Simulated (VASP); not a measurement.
Here is a VASP 6.6.1 calculation.

File POSCAR:

```
YbNbS2
1.0
    1.7517450000      3.0341100000      0.0000000000
   -1.7517450000      3.0341100000      0.0000000000
   -1.7517450000      1.0113670000      6.9282060000
Nb Yb S
1 1 2
Direct
    0.0000000000      0.0000000000      0.0000000000
    0.5000000000      0.0000000000      0.5000000000
    0.2740000000      0.4520000000      0.8220000000
    0.7260000000      0.5480000000      0.1780000000
```

Contents of INCAR.step1:

```
PREC = Accurate ; ENCUT = 520
ISMEAR = -1 ; SIGMA = 0.042
LREAL = False ; LASPH = True
NELM = 60 ; NBANDS = 32
GGA = PE ; ALGO = Normal
EDIFF = 1E-4 ; LWAVE = True
LCHARG = False
```

INCAR.step2

```
PREC = Accurate ; ENCUT = 520
EDIFF = 1E-6 ; ISMEAR = -1
SIGMA = 0.042 ; LREAL = False
LASPH = True ; NELM = 60
ALGO = Normal ; ISIF = 2
LWAVE = False ; LCHARG = False
METAGGA = R2SCAN ; LMIXTAU = True
NBANDS = 32 ; ISTART = 1
```

KPOINTS

```
regular mesh
0
Gamma
  6 6 6
```

Potentials or basis: VASP PAW PBE potentials, release 64 (Nb_sv, Yb, S).

Run with:

```bash
$ cat potpaw_PBE.64/Nb_sv/POTCAR potpaw_PBE.64/Yb/POTCAR potpaw_PBE.64/S/POTCAR > POTCAR
$ cp INCAR.step1 INCAR
$ mpirun -np 1 vasp_std > vasp.out
$ cp INCAR.step2 INCAR
$ mpirun -np 1 vasp_std > vasp.out
```

(1) Predict the pressure.

(2) What does it give for the largest force?

## Answers

(1) 12.5 GPa.

(2) 4.510 eV/Å.

Caveat: the PAW data sets were made with another functional, which shifts forces and pressure a little.
